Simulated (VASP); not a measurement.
Here is a VASP 6.6.1 calculation.

The input INCAR:

```
ALGO = Normal
EDIFF = 1E-6
ENCUT = 520
GGA = PE
ISIF = 2
ISMEAR = 0
LASPH = T
LCHARG = T
LELF = T
LREAL = F
LVHAR = T
LWAVE = F
NBANDS = 12
NELM = 100
PREC = Accurate
SIGMA = 0.1
```

File KPOINTS:

```
k-points
0
Gamma
  9 9 9
```

The input POSCAR:

```
B
1.0
    1.3905946252      0.8028601812      6.4338830582
   -1.3905946252      0.8028601812      6.4338830582
    0.0000000000     -1.6057203624      6.4338830582
B
3
Direct
    0.0000000000      0.0000000000      0.0000000000
    0.2209406600      0.2209406600      0.2209406600
    0.7790593400      0.7790593400      0.7790593400
```

Potentials or basis: VASP PAW PBE potentials, release 64 (B).

Command:

```bash
$ cat potpaw_PBE.64/B/POTCAR > POTCAR
$ mpirun -np 1 vasp_std > vasp.out
```

**Question.** What does it give for the largest force?

**Answer.** 0.221 eV/Å.

**Question.** What does it give for the pressure?

**Answer.** -29.2 GPa.

Stress tensor (GPa, compression positive):
```
-27.21   0.00   0.00
  0.00 -27.21   0.00
  0.00   0.00 -33.14
```

Caveat: the cell differs from its parent crystal (Tl replaced by B, lengths x 0.748, strained).
